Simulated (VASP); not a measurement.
# NbN (Fm-3m) in VASP: further runs

Runs on NbN. Level: PBEsol. Tasks: single point.

All numbers are computed with VASP 6.6.1; they aren't measurements. Logs are shortened: lines on timing, memory, paths and dates and some standing lists are left out, and cuts for length are marked.

## (1) The cell of the first run

It takes space group Fm-3m (No. 225, cubic). The conventional cell has a = 4.389 Å, b = 4.389 Å, c = 4.389 Å, α = 90.00°, β = 90.00°, γ = 90.00°. Within 2.9 Å of Nb (site symmetry m-3m) lie 6 N at 2.19 Å. Within 2.9 Å of N (site symmetry m-3m) lie 6 Nb at 2.19 Å.

## (2) Single point, PBEsol

INCAR reads:

```
SYSTEM = NbN
PREC     = Accurate       ! precision mode
ENCUT    = 600            ! plane-wave cutoff, eV
EDIFF    = 1E-6           ! SCF threshold, eV
ISMEAR   = 0              ! smearing method
SIGMA    = 0.1            ! smearing width, eV
LREAL    = .False.        ! projectors in reciprocal space
LASPH    = .True.         ! aspherical terms in the spheres
NELM     = 120            ! most SCF steps
ALGO     = Normal         ! electronic algorithm
ISIF     = 2              ! what is computed and relaxed
LWAVE    = .False.        ! write WAVECAR
LCHARG   = .True.         ! write CHGCAR
GGA      = PS             ! functional
LELF     = .True.         ! ELF
LVHAR    = .True.       
NBANDS   = 16             ! bands
GGA_COMPAT= .False.
```

KPOINTS reads:

```
regular mesh
0
Gamma
  8 8 8
  0 0 0
```

POSCAR reads:

```
NbN
1.0
    0.0000000000      2.1945000000      2.1945000000
    2.1945000000      0.0000000000      2.1945000000
    2.1945000000      2.1945000000      0.0000000000
Nb N
1 1
Direct
    0.5000000000      0.5000000000      0.5000000000
    0.0000000000      0.0000000000      0.0000000000
```

Potentials or basis: VASP PAW PBE potentials, release 64 (Nb_sv, N).

Run with:

```console
cat potpaw_PBE.64/Nb_sv/POTCAR potpaw_PBE.64/N/POTCAR > POTCAR
mpirun -np 1 vasp_std > vasp.out
```

OUTCAR:

```text
SYSTEM = NbN
   PREC = Accurate
   ENCUT = 600
   EDIFF = 1E-6
   ISMEAR = 0
   LREAL = .False.
   LASPH = .True.
   NELM = 120
   ISIF = 2
   GGA = PS

 ion  position               nearest neighbor table
   1  0.500  0.500  0.500-   2 2.19   2 2.19   2 2.19   2 2.19   2 2.19   2 2.19
   2  0.000  0.000  0.000-   1 2.19   1 2.19   1 2.19   1 2.19   1 2.19   1 2.19

  LATTYP: Found a face centered cubic cell.
 ALAT       =     4.3890000000

  Lattice vectors:

 A1 = (   0.0000000000,   2.1945000000,   2.1945000000)
 A2 = (   2.1945000000,   0.0000000000,   2.1945000000)
 A3 = (   2.1945000000,   2.1945000000,   0.0000000000)

Analysis of symmetry for initial positions (statically):
=====================================================================
 Subroutine PRICEL returns:
 Original cell was already a primitive cell.

 Routine SETGRP: Setting up the symmetry group for a
 face centered cubic supercell.

 Subroutine GETGRP returns: Found 48 space group operations
 (whereof 48 operations were pure point group operations)
 out of a pool of 48 trial point group operations.

The static configuration has the point symmetry O_h .

Analysis of symmetry for dynamics (positions and initial velocities):
=====================================================================
 Subroutine PRICEL returns:
 Original cell was already a primitive cell.

 Routine SETGRP: Setting up the symmetry group for a
 face centered cubic supercell.

 Subroutine GETGRP returns: Found 48 space group operations
 (whereof 48 operations were pure point group operations)
 out of a pool of 48 trial point group operations.

The dynamic configuration has the point symmetry O_h .

 Subroutine INISYM returns: Found 48 space group operations
 (whereof 48 operations are pure point group operations),
 and found     1 'primitive' translations

----------------------------------------------------------------------------------------

                                     Primitive cell

  volume of cell :      21.1367

  direct lattice vectors                    reciprocal lattice vectors
     0.000000000  2.194500000  2.194500000    -0.227842333  0.227842333  0.227842333
     2.194500000  0.000000000  2.194500000     0.227842333 -0.227842333  0.227842333
     2.194500000  2.194500000  0.000000000     0.227842333  0.227842333 -0.227842333

  length of vectors
     3.103491663  3.103491663  3.103491663     0.394634497  0.394634497  0.394634497

  position of ions in fractional coordinates (direct lattice)
     0.500000000  0.500000000  0.500000000
     0.000000000  0.000000000  0.000000000

  ion indices of the primitive-cell ions
   primitive index   ion index
                 1           1
                 2           2

[... 76 lines left out ...]
   NFREE  =      0    steps in history (QN), initial steepest desc. (CG)
   ISIF   =      2    stress and relaxation
   ISYM   =      2    0-nonsym 1-usesym 2-fastsym
   POTIM  = 0.5000    time-step for ionic-motion
   TEBEG  =    0.0;   TEEND  =   0.0 temperature during run
   PSTRESS=    0.0 pullay stress
   NELECT =      18.0000    total number of electrons
   NUPDOWN=      -1.0000    fix difference up-down
   EMIN   =  10.00;   EMAX   =-10.00  energy-range for DOS
   EFERMI =   0.00;   METHOD = LEGACY
   ISMEAR =     0;   SIGMA  =   0.10  broadening in eV -4-tet -1-fermi 0-gaus
   EFERMI_NEDOS =   21; number of points for ismear=-14 and -15
   IALGO  =     38    algorithm
   IMIX   =      4    mixing-type and parameters
     AMIX     =   0.40;   BMIX     =  1.00
     AMIX_MAG =   1.60;   BMIX_MAG =  1.00
  volume/ion in A,a.u.               =      10.57        71.32
  Fermi-wavevector in a.u.,A,eV,Ry     =   1.551744  2.932371 32.761598  2.407910
  Thomas-Fermi vector in A             =   2.656219
   LORBIT       =      0    0 simple, 1 ext, 2 COOP (PROOUT), +10 PAW based schemes
   GGA     = PS    functional components
   LHFCALC =     F    Hartree Fock is set to
   AEXX    =    0.0000 exact exchange contribution
   IVDW    =     0    specifies the selected vdW correction
   LEPSILON=     F    determine dielectric tensor
   LRPA    =     F    only Hartree local field effects (RPA)
 non-spin polarized calculation
 Gauss-broadening in eV      SIGMA  =   0.10
  energy-cutoff  :      600.00
  volume of cell :       21.14
 maximum number of plane-waves:       725
 NGX is ok and might be reduce to    28
   NGX = 13   NGY = 13   NGZ = 13

 number of electron      17.9999999 magnetization

 Free energy of the ion-electron system (eV)
  ---------------------------------------------------
  ext. energy  EPLUGINS =         0.00000000
  ---------------------------------------------------
  free energy    TOTEN  =       -21.88582098 eV

  energy without entropy =      -21.87869004  energy(sigma->0) =      -21.88225551

 E-fermi :  13.9551     XC(G=0): -13.5647

 val. band max:       13.9260670792   @ k =  -0.2500   0.3750   0.1250
 cond. band min:      13.9697703094   @ k =   0.1250   0.1250   0.0000
 fundamental gap:      0.0437032303
 Fermi energy:        13.9551390919

 k-point     1 :       0.0000    0.0000    0.0000
  band No.  band energies     occupation
      1     -42.3700      2.00000
      2     -18.0461      2.00000
      3     -18.0461      2.00000
      4     -18.0461      2.00000
      5      -3.6734      2.00000
      6      10.5881      2.00000
[... 433 lines left out ...]
      3     -18.4122      2.00000
      4     -18.2335      2.00000
      5      -1.7226      2.00000
      6       5.8097      2.00000
[... 8 lines left out ...]
     15      25.8555      0.00000
     16      26.7440      0.00000

 [... further k-points ...]

------------------------ aborting loop because EDIFF is reached ----------------------------------------

  FORCE on cell =-STRESS in cart. coord.  units (eV):
  Direction    XX          YY          ZZ          XY          YZ          ZX
  --------------------------------------------------------------------------------------
  -------------------------------------------------------------------------------------
  Total       -0.3166046     -0.3166046     -0.3166046      0.0000000      0.0000000      0.0000000
  in kB      -23.9988868    -23.9988868    -23.9988868      0.0000000      0.0000000      0.0000000
  external PRESSURE =     -23.9988868 kB  Pullay stress =       0.0000000 kB

 VOLUME and BASIS-vectors are now :
 -----------------------------------------------------------------------------
  energy-cutoff  :      600.00
  volume of cell :       21.14
      direct lattice vectors                 reciprocal lattice vectors
     0.000000000  2.194500000  2.194500000    -0.227842333  0.227842333  0.227842333
     2.194500000  0.000000000  2.194500000     0.227842333 -0.227842333  0.227842333
     2.194500000  2.194500000  0.000000000     0.227842333  0.227842333 -0.227842333

 POSITION                                       TOTAL-FORCE (eV/Angst)
 -----------------------------------------------------------------------------------
      2.19450      2.19450      2.19450        -0.000000      0.000000     -0.000000
      0.00000      0.00000      0.00000         0.000000     -0.000000      0.000000
 -----------------------------------------------------------------------------------
    total drift:                                0.000000      0.000000      0.000000

  FREE ENERGIE OF THE ION-ELECTRON SYSTEM (eV)
  ---------------------------------------------------
  free  energy   TOTEN  =       -21.8858209799 eV

  energy  without entropy=      -21.8786900361  energy(sigma->0) =      -21.88225551
```

OSZICAR:

```text
N       E                     dE             d eps       ncg     rms          rms(c)
DAV:   1     0.166768353953E+03    0.16677E+03   -0.10857E+04   928   0.133E+03
DAV:   2    -0.152429923415E+02   -0.18201E+03   -0.17359E+03  1120   0.435E+02
DAV:   3    -0.250049903430E+02   -0.97620E+01   -0.95821E+01  1728   0.853E+01
DAV:   4    -0.251255827615E+02   -0.12059E+00   -0.12036E+00  1080   0.795E+00
DAV:   5    -0.251278847765E+02   -0.23020E-02   -0.23015E-02  1376   0.117E+00    0.127E+01
DAV:   6    -0.220591896487E+02    0.30687E+01   -0.83682E+00  1408   0.311E+01    0.468E+00
DAV:   7    -0.219121494425E+02    0.14704E+00   -0.57042E-01  1200   0.792E+00    0.275E+00
DAV:   8    -0.218904033959E+02    0.21746E-01   -0.16178E-01  1408   0.409E+00    0.910E-01
DAV:   9    -0.218860293585E+02    0.43740E-02   -0.23589E-02  1304   0.184E+00    0.405E-01
DAV:  10    -0.218858753129E+02    0.15405E-03   -0.20684E-03  1160   0.587E-01    0.829E-02
DAV:  11    -0.218858188358E+02    0.56477E-04   -0.21619E-04  1200   0.139E-01    0.337E-02
DAV:  12    -0.218858211020E+02   -0.22661E-05   -0.11047E-05  1208   0.338E-02    0.928E-03
DAV:  13    -0.218858209799E+02    0.12210E-06   -0.92141E-07   960   0.117E-02
   1 F= -.21885821E+02 E0= -.21882256E+02  d E =-.713094E-02
```

Run time: 18 s. Hardware: 1 thread of Intel Xeon Platinum 8259CL at 2.50GHz (Skylake/Cascade Lake), shared host; peak memory 0.16 GiB.

Results:

```yaml
Free_energy: -21.8858 eV
Pressure: -2.4 GPa
Band_gap_on_the_k_mesh: zero (bands 9 and 10 overlap by 3.55 eV)
```

Levels at points of the mesh, in eV from the Fermi level:
```
           k point  band 7  band 8  band 9  band 10  band 11  band 12
(0.00, 0.00, 0.00)   -3.37   -3.37   -2.08    -2.08    -2.08    -0.21
(0.50, 0.00, 0.00)   -7.14   -7.14    1.47     1.47     1.98     4.43
(0.50, 0.50, 0.00)   -5.15   -4.03   -4.03     1.56     2.81     2.81
```

Caveat: the PAW data sets were made with another functional, which shifts forces and pressure a little.

## (3) Single point, PBEsol, collinear spin, zero start

INCAR reads:

```
PREC = Accurate
ENCUT = 600
EDIFF = 1E-6
ISMEAR = 0
SIGMA = 0.1
LREAL = F
LASPH = T
NELM = 200
ALGO = Normal
ISIF = 2
LWAVE = F
LCHARG = T
ISPIN = 2
MAGMOM = 0 0
LORBIT = 11
LMAXMIX = 4
GGA = PS
LELF = T
LVHAR = T
NBANDS = 20
GGA_COMPAT = F
```

KPOINTS reads:

```
Automatic mesh
0
Gamma
  8 8 8
```

POSCAR is that of step 2.

Potentials or basis: VASP PAW PBE potentials, release 64 (Nb_sv, N).

Run with:

```console
cat potpaw_PBE.64/Nb_sv/POTCAR potpaw_PBE.64/N/POTCAR > POTCAR
mpirun -np 1 vasp_std > vasp.out
```

OUTCAR:

```text
PREC = Accurate
   ENCUT = 600
   EDIFF = 1E-6
   ISMEAR = 0
   LREAL = F
   LASPH = T
   NELM = 200
   ISIF = 2
   ISPIN = 2
   LORBIT = 11
   GGA = PS

 ion  position               nearest neighbor table
   1  0.500  0.500  0.500-   2 2.19   2 2.19   2 2.19   2 2.19   2 2.19   2 2.19
   2  0.000  0.000  0.000-   1 2.19   1 2.19   1 2.19   1 2.19   1 2.19   1 2.19

  LATTYP: Found a face centered cubic cell.
 ALAT       =     4.3890000000

  Lattice vectors:

 A1 = (   0.0000000000,   2.1945000000,   2.1945000000)
 A2 = (   2.1945000000,   0.0000000000,   2.1945000000)
 A3 = (   2.1945000000,   2.1945000000,   0.0000000000)

Analysis of symmetry for initial positions (statically):
=====================================================================
 Subroutine PRICEL returns:
 Original cell was already a primitive cell.

 Routine SETGRP: Setting up the symmetry group for a
 face centered cubic supercell.

 Subroutine GETGRP returns: Found 48 space group operations
 (whereof 48 operations were pure point group operations)
 out of a pool of 48 trial point group operations.

The static configuration has the point symmetry O_h .

Analysis of symmetry for dynamics (positions and initial velocities):
=====================================================================
 Subroutine PRICEL returns:
 Original cell was already a primitive cell.

 Routine SETGRP: Setting up the symmetry group for a
 face centered cubic supercell.

 Subroutine GETGRP returns: Found 48 space group operations
 (whereof 48 operations were pure point group operations)
 out of a pool of 48 trial point group operations.

The dynamic configuration has the point symmetry O_h .

Analysis of structural, dynamic, and magnetic symmetry:
=====================================================================
 Subroutine PRICEL returns:
 Original cell was already a primitive cell.

 Routine SETGRP: Setting up the symmetry group for a
[... 151 lines left out ...]
  ext. energy  EPLUGINS =         0.00000000
  ---------------------------------------------------
  free energy    TOTEN  =       -21.88582116 eV

  energy without entropy =      -21.87869204  energy(sigma->0) =      -21.88225660

 E-fermi :  13.9552     XC(G=0): -13.5647

 val. band max:       13.9260683813   @ k =  -0.2500   0.3750   0.1250
 cond. band min:      13.9698577780   @ k =   0.1250   0.1250   0.0000
 fundamental gap:      0.0437893967
 Fermi energy:        13.9551650749

 spin component 1

 k-point     1 :       0.0000    0.0000    0.0000
  band No.  band energies     occupation
      1     -42.3698      1.00000
      2     -18.0459      1.00000
      3     -18.0459      1.00000
      4     -18.0459      1.00000
      5      -3.6734      1.00000
      6      10.5880      1.00000
[... 541 lines left out ...]
     19      35.1202      0.00000
     20      37.5740      0.00000

 [... further k-points ...]

 spin component 2

 k-point     1 :       0.0000    0.0000    0.0000
  band No.  band energies     occupation
      1     -42.3698      1.00000
      2     -18.0459      1.00000
      3     -18.0459      1.00000
      4     -18.0459      1.00000
      5      -3.6734      1.00000
      6      10.5880      1.00000
[... 541 lines left out ...]
     19      35.1202      0.00000
     20      37.5740      0.00000

 [... further k-points ...]

------------------------ aborting loop because EDIFF is reached ----------------------------------------

  FORCE on cell =-STRESS in cart. coord.  units (eV):
  Direction    XX          YY          ZZ          XY          YZ          ZX
  --------------------------------------------------------------------------------------
  -------------------------------------------------------------------------------------
  Total       -0.3187399     -0.3187399     -0.3187399      0.0000000      0.0000000      0.0000000
  in kB      -24.1607434    -24.1607434    -24.1607434      0.0000000      0.0000000      0.0000000
  external PRESSURE =     -24.1607434 kB  Pullay stress =       0.0000000 kB

 VOLUME and BASIS-vectors are now :
 -----------------------------------------------------------------------------
  energy-cutoff  :      600.00
  volume of cell :       21.14
      direct lattice vectors                 reciprocal lattice vectors
     0.000000000  2.194500000  2.194500000    -0.227842333  0.227842333  0.227842333
     2.194500000  0.000000000  2.194500000     0.227842333 -0.227842333  0.227842333
     2.194500000  2.194500000  0.000000000     0.227842333  0.227842333 -0.227842333

 POSITION                                       TOTAL-FORCE (eV/Angst)
 -----------------------------------------------------------------------------------
      2.19450      2.19450      2.19450        -0.000000      0.000000     -0.000000
      0.00000      0.00000      0.00000         0.000000     -0.000000      0.000000
 -----------------------------------------------------------------------------------
    total drift:                                0.000000      0.000000      0.000000

  FREE ENERGIE OF THE ION-ELECTRON SYSTEM (eV)
  ---------------------------------------------------
  free  energy   TOTEN  =       -21.8858211622 eV

  energy  without entropy=      -21.8786920394  energy(sigma->0) =      -21.88225660

 total charge

# of ion       s       p       d       tot
------------------------------------------
    1        2.152   6.058   2.447  10.656
    2        1.229   2.497   0.000   3.726
--------------------------------------------------
tot          3.381   8.555   2.447  14.382

 magnetization (x)

# of ion       s       p       d       tot
------------------------------------------
    1       -0.000  -0.000  -0.000  -0.000
    2        0.000  -0.000   0.000   0.000
--------------------------------------------------
tot         -0.000  -0.000  -0.000  -0.000
```

stdout:

```text
POSCAR found type information on POSCAR NbN
 POSCAR found :  2 types and       2 ions
 scaLAPACK will be used
 -----------------------------------------------------------------------------
|                                                                             |
|                                                                             |
|     You enforced a specific xc type in the INCAR file but a different       |
|     I HOPE YOU KNOW WHAT YOU ARE DOING!                                     |
|                                                                             |
 -----------------------------------------------------------------------------

 LDA part: xc-table for (Slater+PW92), standard interpolation
 POSCAR, INCAR and KPOINTS ok, starting setup
 FFT: planning ... GRIDC
 FFT: planning ... GRID_SOFT
 FFT: planning ... GRID
 WAVECAR not read
 entering main loop
```

Run time: 42 s. Hardware: 1 thread of Intel Xeon Platinum 8259CL at 2.50GHz (Skylake/Cascade Lake), shared host; peak memory 0.18 GiB.

What came out:

| Property | Result |
| --- | --- |
| Free energy | -21.8858 eV |
| Pressure | -2.4 GPa |
| Band gap on the k mesh | zero (filled and empty bands overlap) |
| Net moment | 0.00 μB per cell |
| Valence electrons inside the program's atomic spheres | Nb 10.66; N 3.73 |

Caveat: the PAW data sets were made with another functional, which shifts forces and pressure a little.
